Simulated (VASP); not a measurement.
The system is H.

```
H
1.0
    14.00000    0.00000    0.00000
     0.00000   14.40000    0.00000
     0.00000    0.00000   14.80000
H
1
Direct
  0.50000 0.50000 0.50000
```

Base run:

| Property | Result |
| --- | --- |
| Program | VASP 6.6.1 |
| Functional | HSE06 |
| Potentials or basis | VASP PAW PBE potentials, release 64 (H) |
| Cutoff | 520 eV |
| k mesh | 1 × 1 × 1 |
| Occupations | fermi-dirac, width 0.01 eV |
| Spin | collinear spin |
| Starting moments | [1.0] μB |

Its results: band gap on the k mesh 8.61 eV; pressure 0.0 GPa; net moment 1.00 μB per cell; site moments H +0.38 μB.

Problem. The run is repeated on the same cell with these changes: functional from HSE06 to PBE. What comes out?

Solution. Band gap on the k mesh 7.46 eV; pressure 0.0 GPa; net moment 1.00 μB per cell; site moments H +0.38 μB.

Caveats: the PAW data sets were made with another functional, which shifts forces and pressure a little (at least some runs).

A k mesh can miss the band edges.
